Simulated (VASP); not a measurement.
# CdS: single point with HF

Crystal: CdS.

```
Cd S
1.0
     0.00000    2.91650    2.91650
     2.91650    0.00000    2.91650
     2.91650    2.91650    0.00000
Cd S
1 1
Direct
  0.00000 0.00000 0.00000
  0.75000 0.75000 0.75000
```

- Program: VASP 6.6.1
- Task: single point
- Functional: HF
- Potentials or basis: VASP PAW PBE potentials, release 64 (Cd, S)
- Cutoff: 520 eV
- k mesh: 4 × 4 × 4
- Occupations: fermi-dirac, width 0.05 eV
- Spin: no spin polarisation
- Dipole correction: no
- Grid for exact exchange (PRECFOCK): Normal
- Further INCAR settings: ALGO = Normal; EDIFF = 1e-06; NBANDS = 16
- Share of exact exchange: 1

| Property | Result |
| --- | --- |
| Pressure | 7.0 GPa |
| Band gap on the k mesh | 8.64 eV |

Levels at points of the mesh, in eV from the valence-band top:
```tsv
k point	band 5	band 6	band 7	band 8	band 9	band 10	band 11	band 12	band 13	band 14
(0.00, 0.00, 0.00)	-11.58	-11.58	0.00	0.00	0.00	8.64	14.56	14.56	14.56	20.05
(0.50, 0.00, 0.00)	-11.56	-11.07	-5.47	-0.94	-0.94	10.77	14.87	14.87	15.41	19.43
(0.50, 0.50, 0.00)	-11.51	-10.93	-4.90	-2.36	-2.36	10.43	12.12	17.88	19.97	19.97
```

Wall time 6.7 min on 1 thread of Intel(R) Xeon(R) Platinum 8259CL CPU @ 2.50GHz (Skylake/Cascade Lake), with other jobs on the host, peak memory 0.18 GiB.

Caveat: the k points lie up to 0.47 Å⁻¹ apart; the PAW data sets were made with another functional, which shifts forces and pressure a little.
